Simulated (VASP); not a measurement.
Here is a VASP 6.6.1 calculation.

INCAR

```
SYSTEM = Si3C2
PREC = Accurate
ENCUT = 520
EDIFF = 1E-6
ISMEAR = 0
SIGMA = 0.1
LREAL = .FALSE.
LASPH = .TRUE.
NELM = 100
ALGO = Normal
ISIF = 2
LWAVE = .FALSE.
LCHARG = .TRUE.
GGA = PE
LELF = .TRUE.
LVHAR = .TRUE.
NBANDS = 18
```

KPOINTS

```
Automatic mesh
0
G
  6 6 6
  0 0 0
```

The input POSCAR:

```
Si3C2
1.0
    1.4824299576      0.8558813351      6.5705848181
   -1.4824299576      0.8558813351      6.5705848181
    0.0000000000     -1.7117626702      6.5705848181
Si C
3 2
Direct
    0.0000000000      0.0000000000      0.0000000000
    0.2162126625      0.2162126625      0.2162126625
    0.7837873375      0.7837873375      0.7837873375
    0.3969883671      0.3969883671      0.3969883671
    0.6030116329      0.6030116329      0.6030116329
```

Potentials or basis: VASP PAW PBE potentials, release 64 (Si, C).

The run is started by

```bash
$ cat potpaw_PBE.64/Si/POTCAR potpaw_PBE.64/C/POTCAR > POTCAR
$ mpirun -np 1 vasp_std > vasp.out
```

(1) Predict the largest force.

(2) Predict the pressure.

Answers

(1) 0.006 eV/Å.

(2) 0.3 GPa.

Caveat: the k points lie up to 0.41 Å⁻¹ apart, too coarse for converged energies and pressures of a metal.
